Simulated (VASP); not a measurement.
The system is TeAs2.

```
CELL_PARAMETERS angstrom
-3.55645 3.55645 2.94052
3.55645 -3.55645 2.94052
3.55645 3.55645 -2.94052
ATOMIC_POSITIONS crystal
Te 0.75000 0.25000 0.50000
Te 0.00000 0.00000 0.00000
As 0.37500 0.62500 0.25000
As 0.37500 0.12500 0.75000
As 0.37500 0.62500 0.75000
As 0.87500 0.62500 0.25000
```

Base run:

| Property | Result |
| --- | --- |
| Program | VASP 6.6.1 |
| Functional | PBEsol |
| Potentials or basis | VASP PAW PBE potentials, release 64 (Te, As) |
| Cutoff | 520 eV |
| k mesh | 12 × 12 × 12 |
| Occupations | gaussian, width 0.1 eV |
| Spin | no spin polarisation |

Its results: band gap on the k mesh zero (band 16 reaches 5.86 eV, above the bottom of band 17 at 5.31 eV); pressure -3.7 GPa.

**Question.** The run is repeated on the same cell with these changes: k mesh from 12 × 12 × 12 to 1 × 1 × 1. What comes out?

**Answer.** Band gap on the k mesh 2.10 eV; pressure -18.3 GPa.

Caveats: some runs use coarse meshes; the PAW data sets were made with another functional, which shifts forces and pressure a little; spin-orbit coupling is left out, which moves the levels of the heavy elements.

A k mesh can miss the band edges.
